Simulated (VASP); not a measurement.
Crystal: BAs5.

```xyz
6
Lattice="0.0000 4.0510 4.0510 4.0510 0.0000 4.0510 4.0510 4.0510 0.0000" Properties=species:S:1:pos:R:3 pbc="T T T"
B     2.0255    2.0255    2.0255
As    7.0954    5.0576    5.0576
As    5.0576    7.0954    5.0576
As    5.0576    5.0576    7.0954
As    7.0954    7.0954    7.0954
As    4.0510    4.0510    4.0510
```

```yaml
Program: VASP 6.6.1
Task: relaxation of cell and atoms
Functional: PBE
Potentials_or_basis: VASP PAW PBE potentials, release 64 (B, As)
Cutoff: 600 eV
k_mesh: 4 × 4 × 4
Occupations: gaussian, width 0.1 eV
Spin: no spin polarisation
```

At the start: pressure -7.6 GPa; volume 22.16 Å³/atom.

Question: Where does the relaxation end?

Answer: Over 6 steps the energy falls by 83.6 meV/atom and the volume is 19.18 Å³/atom (-13.5 %); space group F-43m (No. 216, to 0.05 Å).

Step by step:
```
step  energy change (eV)  largest force (eV/Å)  pressure (GPa)  volume (Å³)
   1              0.0000                0.0097           -7.61       132.96
   2             -0.4958                0.1158            0.79       113.70
   3             -0.4986                0.1142            0.02       114.84
   4             -0.4984                0.1137           -0.20       115.19
   5             -0.5004                0.0662           -0.17       115.14
   6             -0.5014                0.0017           -0.10       115.07
```

Final structure:
```
B As
1.0
     0.00000    3.86054    3.86054
     3.86054    0.00000    3.86054
     3.86054    3.86054    0.00000
B As
1 5
Direct
  0.25000 0.25000 0.25000
  0.37564 0.87479 0.87479
  0.87479 0.37564 0.87479
  0.87479 0.87479 0.37564
  0.87479 0.87479 0.87479
  0.50000 0.50000 0.50000
```
